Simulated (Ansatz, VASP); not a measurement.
Ru4Rh in VASP and in Ansatz

INCAR

```
  PREC = Accurate
  ENCUT = 520
  EDIFF = 1E-6
  ISMEAR = -1
  SIGMA = 0.05
  LREAL = F
  LASPH = T
  NELM = 80
  ALGO = Normal
  ISIF = 2
  LWAVE = F
  LCHARG = F
  LDIPOL = T
  IDIPOL = 3
  DIPOL = 0.5 0.5 0.500
  GGA = PS
  NBANDS = 44
```

Contents of KPOINTS:

```
Automatic mesh
0
Gamma
  15 15 1
```

Contents of POSCAR:

```
Ru4Rh
1.0
    2.6901084707      0.0000000000      0.0000000000
   -1.3450542353      2.3297022745      0.0000000000
    0.0000000000      0.0000000000     24.4996000000
Ru Rh
4 1
Direct
    0.0000000000      0.0000000000      0.3290002204
    0.3333333333      0.6666666667      0.4126361497
    0.3333333333      0.6666666667      0.5873638504
    0.0000000000      0.0000000000      0.6709997802
    0.0000000000      0.0000000000      0.4999999991
```

Input for Ansatz:

```yaml
crystal:
  lattice:
    - [2.6901084707, 0.0, 0.0]
    - [-1.3450542353, 2.3297022745, 0.0]
    - [0.0, 0.0, 24.4996]
  atoms:
    - { symbol: Ru, position: [0.0, 0.0, 0.3290002204] }
    - { symbol: Ru, position: [0.3333333333, 0.6666666667, 0.4126361497] }
    - { symbol: Rh, position: [0.0, 0.0, 0.4999999991] }
    - { symbol: Ru, position: [0.3333333333, 0.6666666667, 0.5873638504] }
    - { symbol: Ru, position: [0.0, 0.0, 0.6709997802] }
kpoints:
  mp_grid: { grid: [15, 15, 1] }
scf:
  occupations: { method: fermi_dirac, width: 0.05 }
hamiltonian:
  xc: pbesol
  pseudopotentials: { kind: all_electron, lapw: { basis_error: 0.001 } }
output:
  forces: true
  stress: true
  eigenvalues: true
efield:
  axis: 3
  amplitude: 0
  dipole_correction: true
```

Alike in both runs: task single point; functional PBEsol; k mesh 15 × 15 × 1; occupations fermi-dirac, width 0.05 eV; no spin polarisation.

|  | VASP | Ansatz |
| --- | --- | --- |
| version | VASP 6.6.1 | Ansatz 0.2.0 |
| potentials or method | VASP PAW PBE potentials, release 64 (Ru_pv, Rh_pv), cutoff 520 eV | all-electron LAPW, scalar-relativistic |

VASP gave:

```
rms of the force components (eV/Å) : 0.114
```

Question: Which values does Ansatz return?

Answer: rms of the force components (eV/Å): 0.121.

VASP's potentials were made for PBE, not for PBEsol. Ansatz ran all-electron here, and VASP with PAW potentials.
